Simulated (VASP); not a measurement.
Write the native input for VASP 6.6.1 that does the following.

* Task: single point
* Functional: PBE
* Potentials or basis: VASP PAW PBE potentials, release 64 (Ga_d, N)
* Cutoff: 520 eV
* k mesh: 10 × 10 × 10
* Occupations: gaussian, width 0.05 eV
* Spin: no spin polarisation
* Dipole correction: no
* Further INCAR settings: ALGO = Normal; EDIFF = 1e-07; NBANDS = 16

The structure of GaN lies in POSCAR:

```
GaN
1.0
    0.0000000000      2.3424656476      2.2401249154
    2.3424656476      0.0000000000      2.2401249154
    2.3424656476      2.3424656476      0.0000000000
Ga N
1 1
Direct
    0.0000000000      0.0000000000      0.0000000000
    0.7500000000      0.7500000000      0.7500000000
```

This cell differs from its parent crystal: strain +0.030 along x and y, -0.015 along z.

These files were run (other wordings do the same):

INCAR

```
SYSTEM = GaN
PREC     = Accurate       ! precision mode
ENCUT    = 520            ! plane-wave cutoff, eV
EDIFF    = 1E-7           ! SCF threshold, eV
ISMEAR   = 0              ! smearing method
SIGMA    = 0.05           ! smearing width, eV
LREAL    = .False.        ! projectors in reciprocal space
LASPH    = .True.         ! aspherical terms in the spheres
NELM     = 60             ! most SCF steps
ALGO     = Normal         ! electronic algorithm
ISIF     = 2              ! what is computed and relaxed
LWAVE    = .False.        ! write WAVECAR
LCHARG   = .False.        ! write CHGCAR
GGA      = PE             ! functional
NBANDS   = 16             ! bands
```

KPOINTS

```
regular mesh
0
Gamma
  10 10 10
  0 0 0
```

Potentials or basis: VASP PAW PBE potentials, release 64 (Ga_d, N).

Command:

```console
$ cat potpaw_PBE.64/Ga_d/POTCAR potpaw_PBE.64/N/POTCAR > POTCAR
$ mpirun -np 1 vasp_std > vasp.out
```

It gave:

```json
{
  "Pressure": "-6.8 GPa",
  "Band gap on the k mesh": "1.13 eV, direct"
}
```

Caveat: the cell differs from its parent crystal (strain +0.030 along x and y, -0.015 along z).

Run time: 52 s on 1 thread of Intel Xeon 8259CL, on a shared host, peak memory 0.17 GiB.
